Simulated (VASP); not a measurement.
A run of VASP 6.6.1 is set up as follows.

Contents of INCAR:

```
ALGO = Normal
EDIFF = 1E-7
ENCUT = 520
GGA = PS
ISIF = 2
ISMEAR = 0
LASPH = True
LCHARG = False
LREAL = False
LWAVE = False
NBANDS = 18
NELM = 100
PREC = Accurate
SIGMA = 0.1
```

Contents of KPOINTS:

```
k-points
0
Gamma
  15 15 8
```

The input POSCAR:

```
PtSe2
1.0
    3.5823396216      0.0000000000      0.0000000000
   -1.7911698108      3.1023971173      0.0000000000
    0.0000000000      0.0000000000      5.1731615200
Pt Se
1 2
Direct
    0.0000000000      0.0000000000      0.0000000000
    0.3333333333      0.6666666667      0.2427415357
    0.6666666667      0.3333333333      0.7572584643
```

Potentials or basis: VASP PAW PBE potentials, release 64 (Pt, Se).

Run with:

```sh
$ cat potpaw_PBE.64/Pt/POTCAR potpaw_PBE.64/Se/POTCAR > POTCAR
$ mpirun -np 1 vasp_std > vasp.out
```

Q: What does it give for the band gap on the k mesh?

A: Zero (bands 11 and 12 overlap by 0.11 eV).

Q: What does it give for the pressure?

A: 16.9 GPa.

Forces in eV/Å, atoms in the order of the input:
```
Pt   0.000  0.000  0.000
Se   0.000  0.000  1.572
Se   0.000  0.000 -1.572
```

Caveat: the cell differs from its parent crystal (strained and its atoms moved); the cell stands under pressure; the PAW data sets were made with another functional, which shifts forces and pressure a little; spin-orbit coupling is left out, which moves the levels of the heavy elements.
